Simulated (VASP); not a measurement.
Runs of VASP 6.6.1 on CaO. The structure is that of space group Fm-3m (No. 225), or close to it. The cells are those of the table. 

| cell | gap on the mesh (eV) | pressure (GPa) |
| --- | --- | --- |
| a = 3.395, b = 3.395, c = 3.325 Å, angles 60.7, 60.7, 58.6°, 2 atoms | (a) | 3.8 |
| a = 3.533, b = 3.533, c = 3.463 Å, angles 60.7, 60.7, 58.7°, 2 atoms | 4.14 | -8.7 |
| a = 3.672, b = 3.672, c = 3.602 Å, angles 60.6, 60.6, 58.7°, 2 atoms | (b) | -15.4 |
| a = 3.602 Å, angles 60.0°, 2 atoms | 4.10 | -13.9 |
| a = 3.740 Å, angles 60.0°, 2 atoms | 3.38 | -18.0 |

Alike in all rows: task single point; level r2SCAN; potentials or basis VASP PAW PBE potentials, release 64 (Ca_sv, O); no spin polarisation; k mesh 8 × 8 × 8; cutoff (eV) 520; smearing gaussian 0.05 eV.

Task: Estimate the missing entries.

Result: (a) 4.11; (b) 3.82.

Caveats: the PAW data sets were made with another functional, which shifts forces and pressure a little.

A k mesh can miss the band edges.
